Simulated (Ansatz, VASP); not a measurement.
# Two plane-wave programs on ZrB

```
Zr B
1.0
     4.59854    0.00000    0.00000
     0.00000    4.59854    0.00000
     0.00000    0.00000    2.83786
Zr B
2 2
Direct
  0.00000 0.50000 0.50000
  0.50000 0.00000 0.50000
  0.00000 0.00000 0.50000
  0.00000 0.00000 0.00000
```

Alike in both runs: task relaxation of cell and atoms; functional PBE; k mesh 4 × 4 × 6; occupations gaussian, width 0.1 eV; no spin polarisation.

|  | VASP | Ansatz |
| --- | --- | --- |
| version | VASP 6.6.1 | Ansatz 0.2.0 |
| potentials or method | VASP PAW PBE potentials, release 64 (Zr_sv, B), cutoff 600 eV | scalar-relativistic, plane waves, PAW |
| valence electrons in the cell | 30 | 30 |

Ansatz gave:

- gap on the k mesh at the Fermi level, each at its own relaxed structure (eV): none
- relaxed volume (Å³/atom): 16.80
- relaxed cell length with the largest relative difference (Å): 4.592

Task: Which values does VASP return?

Result: gap on the k mesh at the Fermi level, each at its own relaxed structure (eV): none; relaxed volume (Å³/atom): 16.81; relaxed cell length with the largest relative difference (Å): 4.593.

A gap of «none» marks a metal or a gap that the smearing closes.

The k mesh is coarse, so the values compare programs but aren't converged.
